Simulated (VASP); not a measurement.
# TaN (P-6m2) in VASP: a series of runs

Runs on TaN. Level: PBEsol. Tasks: single point, relaxation of cell and atoms.

All numbers are computed with VASP 6.6.1; they aren't measurements. Logs are shortened: lines on timing, memory, paths and dates and some standing lists are left out, and cuts for length are marked.

## Step 1: The cell of the first run

The structure is hexagonal, space group P-6m2 (No. 187). The conventional cell has a = 2.924 Å, b = 2.924 Å, c = 2.871 Å, α = 90.00°, β = 90.00°, γ = 120.00°. Ta (site symmetry -6m2) has 6 N at 2.22 Å and 2 Ta at 2.87 Å within 2.9 Å. Within 2.9 Å of N (site symmetry -6m2) lie 6 Ta at 2.22 Å and 2 N at 2.87 Å.

## Step 2: Single point, PBEsol

INCAR reads:

```
SYSTEM = TaN
ALGO = Normal
EDIFF = 1E-6
ENCUT = 520
GGA = PS
ISIF = 2
ISMEAR = 0
LASPH = .TRUE.
LCHARG = .TRUE.
LELF = .TRUE.
LREAL = .FALSE.
LVHAR = .TRUE.
LWAVE = .FALSE.
NBANDS = 15
NELM = 80
PREC = Accurate
SIGMA = 0.05
```

KPOINTS reads:

```
k-points
0
G
  10 10 9
  0 0 0
```

POSCAR reads:

```
TaN
1.0
    2.9242133400      0.0000000000      0.0000000000
   -1.4621066700      2.5324430385      0.0000000000
    0.0000000000      0.0000000000      2.8705270053
Ta N
1 1
Direct
    0.3333333333      0.6666666667      0.5000000000
    0.0000000000      0.0000000000      0.0000000000
```

Potentials or basis: VASP PAW PBE potentials, release 64 (Ta_pv, N).

Started as:

```
cat potpaw_PBE.64/Ta_pv/POTCAR potpaw_PBE.64/N/POTCAR > POTCAR
mpirun -np 1 vasp_std > vasp.out
```

OUTCAR:

```text
SYSTEM = TaN
   EDIFF = 1E-6
   ENCUT = 520
   GGA = PS
   ISIF = 2
   ISMEAR = 0
   LASPH = .TRUE.
   LREAL = .FALSE.
   NELM = 80
   PREC = Accurate

 ion  position               nearest neighbor table
   1  0.333  0.667  0.500-   2 2.22   2 2.22   2 2.22   2 2.22   2 2.22   2 2.22
   2  0.000  0.000  0.000-   1 2.22   1 2.22   1 2.22   1 2.22   1 2.22   1 2.22

  LATTYP: Found a hexagonal cell.
 ALAT       =     2.9242133400
 C/A-ratio  =     0.9816407599

  Lattice vectors:

 A1 = (   2.9242133400,   0.0000000000,   0.0000000000)
 A2 = (  -1.4621066700,   2.5324430385,   0.0000000000)
 A3 = (   0.0000000000,   0.0000000000,   2.8705270053)

Analysis of symmetry for initial positions (statically):
=====================================================================
 Subroutine PRICEL returns:
 Original cell was already a primitive cell.

 Routine SETGRP: Setting up the symmetry group for a
 hexagonal supercell.

 Subroutine GETGRP returns: Found 12 space group operations
 (whereof 12 operations were pure point group operations)
 out of a pool of 24 trial point group operations.

The static configuration has the point symmetry D_3h.

Analysis of symmetry for dynamics (positions and initial velocities):
=====================================================================
 Subroutine PRICEL returns:
 Original cell was already a primitive cell.

 Routine SETGRP: Setting up the symmetry group for a
 hexagonal supercell.

 Subroutine GETGRP returns: Found 12 space group operations
 (whereof 12 operations were pure point group operations)
 out of a pool of 24 trial point group operations.

The dynamic configuration has the point symmetry D_3h.

 Subroutine INISYM returns: Found 12 space group operations
 (whereof 12 operations are pure point group operations),
 and found     1 'primitive' translations

----------------------------------------------------------------------------------------

                                     Primitive cell

  volume of cell :      21.2574

  direct lattice vectors                    reciprocal lattice vectors
     2.924213340  0.000000000  0.000000000     0.341972313  0.197437807  0.000000000
    -1.462106670  2.532443038  0.000000000     0.000000000  0.394875614  0.000000000
     0.000000000  0.000000000  2.870527005     0.000000000  0.000000000  0.348368086

  length of vectors
     2.924213340  2.924213340  2.870527005     0.394875614  0.394875614  0.348368086

  position of ions in fractional coordinates (direct lattice)
     0.333333333  0.666666667  0.500000000
     0.000000000  0.000000000  0.000000000

  ion indices of the primitive-cell ions
   primitive index   ion index
                 1           1
                 2           2

----------------------------------------------------------------------------------------

 KPOINTS: k-points

Automatic generation of k-mesh.
 Grid dimensions read from file:
 generate k-points for:   10   10    9

 Generating k-lattice:

  Cartesian coordinates                     Fractional coordinates (reciprocal lattice)
     0.034197231  0.019743781  0.000000000     0.100000000  0.000000000  0.000000000
     0.000000000  0.039487561  0.000000000     0.000000000  0.100000000  0.000000000
     0.000000000  0.000000000  0.038707565     0.000000000  0.000000000  0.111111111

  Length of vectors
     0.039487561  0.039487561  0.038707565

  Shift w.r.t. Gamma in fractional coordinates (k-lattice)
     0.000000000  0.000000000  0.000000000

 Subroutine IBZKPT returns following result:
 ===========================================

 Found     70 irreducible k-points:

 Following reciprocal coordinates:
            Coordinates               Weight
  0.000000  0.000000  0.000000      1.000000
  0.100000  0.000000  0.000000      6.000000
  0.200000  0.000000  0.000000      6.000000
  0.300000  0.000000  0.000000      6.000000
  0.400000  0.000000  0.000000      6.000000
  0.500000  0.000000  0.000000      3.000000
[... 16 lines left out ...]
  0.300000  0.100000  0.111111     24.000000
  0.400000  0.100000  0.111111     24.000000
 [... further k-points ...]
   k-points           NKPTS =     70   k-points in BZ     NKDIM =     70   number of bands    NBANDS=     15
   number of dos      NEDOS =    301   number of ions     NIONS =      2
   total plane-waves  NPLWV =  13824
   dimension x,y,z NGX =    24 NGY =   24 NGZ =   24
   dimension x,y,z NGXF=    48 NGYF=   48 NGZF=   48
   ions per type =               1   1
   NGX,Y,Z   is equivalent  to a cutoff of  13.64, 13.64, 13.90 a.u.
   NGXF,Y,Z  is equivalent  to a cutoff of  27.29, 27.29, 27.80 a.u.
 SYSTEM =  TaN
   PREC   = accura    normal or accurate (medium, high low for compatibility)
   ISTART =      0    job   : 0-new  1-cont  2-samecut
   ICHARG =      2    charge: 1-file 2-atom 10-const
   ISPIN  =      1    spin polarized calculation?
   LNONCOLLINEAR =      F non collinear calculations
   LSORBIT =      F    spin-orbit coupling
   LASPH  =      T    aspherical Exc in radial PAW
   ENCUT  =  520.0 eV  38.22 Ry    6.18 a.u.   5.44  5.44  5.34*2*pi/ulx,y,z
   NELM   =     80;   NELMIN=  2; NELMDL= -5     # of ELM steps
   EDIFF  = 0.1E-05   stopping-criterion for ELM
   LREAL  =      F    real-space projection
   EDIFFG = 0.1E-04   stopping-criterion for IOM
   NSW    =      0    number of steps for IOM
   IBRION =     -1    ionic relax: 0-MD 1-quasi-New 2-CG
   NFREE  =      0    steps in history (QN), initial steepest desc. (CG)
   ISIF   =      2    stress and relaxation
   ISYM   =      2    0-nonsym 1-usesym 2-fastsym
   POTIM  = 0.5000    time-step for ionic-motion
   TEBEG  =    0.0;   TEEND  =   0.0 temperature during run
   PSTRESS=    0.0 pullay stress
   NELECT =      16.0000    total number of electrons
   NUPDOWN=      -1.0000    fix difference up-down
   EMIN   =  10.00;   EMAX   =-10.00  energy-range for DOS
   EFERMI =   0.00;   METHOD = LEGACY
   ISMEAR =     0;   SIGMA  =   0.05  broadening in eV -4-tet -1-fermi 0-gaus
   EFERMI_NEDOS =   21; number of points for ismear=-14 and -15
   IALGO  =     38    algorithm
   IMIX   =      4    mixing-type and parameters
     AMIX     =   0.40;   BMIX     =  1.00
     AMIX_MAG =   1.60;   BMIX_MAG =  1.00
  volume/ion in A,a.u.               =      10.63        71.73
  Fermi-wavevector in a.u.,A,eV,Ry     =   1.489171  2.814126 30.172710  2.217632
  Thomas-Fermi vector in A             =   2.602114
   LORBIT       =      0    0 simple, 1 ext, 2 COOP (PROOUT), +10 PAW based schemes
   GGA     = PS    functional components
   LHFCALC =     F    Hartree Fock is set to
   AEXX    =    0.0000 exact exchange contribution
   IVDW    =     0    specifies the selected vdW correction
   LEPSILON=     F    determine dielectric tensor
   LRPA    =     F    only Hartree local field effects (RPA)
 non-spin polarized calculation
 Gauss-broadening in eV      SIGMA  =   0.05
  energy-cutoff  :      520.00
  volume of cell :       21.26
 maximum number of plane-waves:       599
 NGX is ok and might be reduce to    24
   NGX = 11   NGY = 11   NGZ = 11

 number of electron      16.0000000 magnetization

 Free energy of the ion-electron system (eV)
  ---------------------------------------------------
  ext. energy  EPLUGINS =         0.00000000
  ---------------------------------------------------
  free energy    TOTEN  =       -23.80616853 eV

  energy without entropy =      -23.80616849  energy(sigma->0) =      -23.80616851

 E-fermi :   8.2970     XC(G=0): -13.5805

 val. band max:        8.1498480765   @ k =   0.0000   0.0000   0.4444
 cond. band min:       8.4442809647   @ k =   0.0000   0.0000   0.3333
 fundamental gap:      0.2944328882
 Fermi energy:         8.2970491191

 k-point     1 :       0.0000    0.0000    0.0000
  band No.  band energies     occupation
      1     -26.5048      2.00000
      2     -26.2298      2.00000
      3     -26.2298      2.00000
      4      -9.6047      2.00000
      5       3.6156      2.00000
      6       3.6156      2.00000
      7       3.9446      2.00000
      8       5.3091      2.00000
      9      10.5585      0.00000
     10      11.8964      0.00000
     11      11.8964      0.00000
     12      12.2938      0.00000
     13      12.2938      0.00000
     14      21.3331      0.00000
     15      21.7360      0.00000

 k-point     2 :       0.1000    0.0000    0.0000
  band No.  band energies     occupation
      1     -26.4904      2.00000
      2     -26.3431      2.00000
      3     -26.2538      2.00000
      4      -9.3916      2.00000
      5       3.0162      2.00000
      6       3.7757      2.00000
      7       4.2361      2.00000
      8       5.0095      2.00000
      9      11.2525      0.00000
     10      11.5079      0.00000
     11      11.9305      0.00000
     12      12.1855      0.00000
     13      12.5670      0.00000
     14      21.3116      0.00000
     15      21.7193      0.00000

 k-point     3 :       0.2000    0.0000    0.0000
  band No.  band energies     occupation
      1     -26.6299      2.00000
      2     -26.4525      2.00000
      3     -26.3163      2.00000
      4      -8.8261      2.00000
      5       1.8793      2.00000
      6       4.1782      2.00000
      7       4.3324      2.00000
      8       4.8264      2.00000
      9      10.6253      0.00000
     10      11.9142      0.00000
     11      12.1178      0.00000
     12      12.8889      0.00000
     13      13.0930      0.00000
     14      21.3265      0.00000
     15      21.7041      0.00000
[... 343 lines left out ...]
 k-point    23 :       0.3000    0.1000    0.1111
  band No.  band energies     occupation
      1     -27.0844      2.00000
      2     -26.4867      2.00000
      3     -26.4710      2.00000
      4      -7.6091      2.00000
      5       0.5570      2.00000
      6       2.9156      2.00000
      7       4.1891      2.00000
      8       5.9403      2.00000
      9      10.1692      0.00000
     10      11.6108      0.00000
     11      12.8880      0.00000
     12      13.9325      0.00000
     13      16.1187      0.00000
     14      21.3691      0.00000
     15      21.7184      0.00000

 k-point    24 :       0.4000    0.1000    0.1111
  band No.  band energies     occupation
      1     -27.2476      2.00000
      2     -26.5257      2.00000
      3     -26.4566      2.00000
      4      -7.2211      2.00000
      5       0.0868      2.00000
      6       2.7730      2.00000
      7       4.0286      2.00000
      8       5.9306      2.00000
      9      10.8497      0.00000
     10      11.9155      0.00000
     11      12.8652      0.00000
     12      14.1435      0.00000
     13      17.3685      0.00000
     14      20.2280      0.00000
     15      21.6792      0.00000

 [... further k-points ...]
[... 5 lines left out ...]
  --------------------------------------------------------------------------------------
  -------------------------------------------------------------------------------------
  Total        0.0990385      0.0990385      0.1267898      0.0000000      0.0000000      0.0000000
  in kB        7.4645576      7.4645576      9.5561857      0.0000000      0.0000000      0.0000000
  external PRESSURE =       8.1617670 kB  Pullay stress =       0.0000000 kB

 VOLUME and BASIS-vectors are now :
 -----------------------------------------------------------------------------
  energy-cutoff  :      520.00
  volume of cell :       21.26
      direct lattice vectors                 reciprocal lattice vectors
     2.924213340  0.000000000  0.000000000     0.341972313  0.197437807  0.000000000
    -1.462106670  2.532443038  0.000000000     0.000000000  0.394875614  0.000000000
     0.000000000  0.000000000  2.870527005     0.000000000  0.000000000  0.348368086

 POSITION                                       TOTAL-FORCE (eV/Angst)
 -----------------------------------------------------------------------------------
     -0.00000      1.68830      1.43526         0.000000      0.000000      0.000000
      0.00000      0.00000      0.00000        -0.000000      0.000000      0.000000
 -----------------------------------------------------------------------------------
    total drift:                                0.000000     -0.000000     -0.000000

  FREE ENERGIE OF THE ION-ELECTRON SYSTEM (eV)
  ---------------------------------------------------
  free  energy   TOTEN  =       -23.8061685342 eV

  energy  without entropy=      -23.8061684910  energy(sigma->0) =      -23.80616851
```

Run time: 11 s. Hardware: 1 thread of Intel Xeon Platinum 8559C (Emerald Rapids), shared host; peak memory 0.15 GiB.

Results:

* Free energy: -23.8062 eV
* Pressure: 0.8 GPa
* Band gap on the k mesh: zero (band 8 reaches 8.44 eV, above the bottom of band 9 at 8.15 eV)

Stress tensor (GPa, compression positive):
```
0.75 0.00 0.00
0.00 0.75 0.00
0.00 0.00 0.96
```

Levels at points of the mesh, in eV from the Fermi level:
```
           k point  band 4  band 5  band 6  band 7  band 8  band 9  band 10  band 11  band 12  band 13
(0.00, 0.00, 0.00)  -17.90   -4.68   -4.68   -4.35   -2.99    2.26     3.60     3.60     4.00     4.00
(0.50, 0.00, 0.00)  -15.52   -8.45   -5.33   -3.62   -3.25    2.98     4.07     5.23     5.35     7.49
```

Caveat: the PAW data sets were made with another functional, which shifts forces and pressure a little; spin-orbit coupling is left out, which moves the levels of the heavy elements.

[end of part 1 of 2]
